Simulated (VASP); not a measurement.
Here is a VASP 6.6.1 calculation.

The input INCAR:

```
PREC = Accurate
ENCUT = 500
EDIFF = 1E-6
ISMEAR = 0
SIGMA = 0.2
LREAL = False
LASPH = True
NELM = 200
ALGO = Normal
ISIF = 2
LWAVE = False
LCHARG = False
GGA = PE
NBANDS = 60
GGA_COMPAT = False
LMAXMIX = 6
```

KPOINTS

```
regular mesh
0
Gamma
  3 3 3
```

Contents of POSCAR:

```
Ba4Er
1.0
    0.0000000000      6.7193035794      6.7193035794
    6.7193035794      0.0000000000      6.7193035794
    6.7193035794      6.7193035794      0.0000000000
Ba Er
8 2
Direct
    0.1250000000      0.1250000000      0.1250000000
    0.1250000000      0.1250000000      0.6250000000
    0.1250000000      0.6250000000      0.1250000000
    0.6250000000      0.1250000000      0.1250000000
    0.6250000000      0.6250000000      0.6250000000
    0.6250000000      0.6250000000      0.1250000000
    0.6250000000      0.1250000000      0.6250000000
    0.1250000000      0.6250000000      0.6250000000
    0.0000000000      0.0000000000      0.0000000000
    0.2500000000      0.2500000000      0.2500000000
```

Potentials or basis: VASP PAW PBE potentials, release 64 (Ba_sv, Er_3), 4f in core.

Run with:

```console
$ cat potpaw_PBE.64/Ba_sv/POTCAR potpaw_PBE.64/Er_3/POTCAR > POTCAR
$ mpirun -np 1 vasp_std > vasp.out
```

Task: Predict the pressure.

Result: 0.7 GPa.

Task: Predict the band gap on the k mesh.

Result: Zero (bands 49 and 50 overlap by 0.05 eV).

Caveat: spin-orbit coupling is left out, which moves the levels of the heavy elements; the 4f electrons are frozen in the core, so they carry no moment and show no levels. Spin polarisation is off, so any magnetic state and its effect on volume and gap are missing.
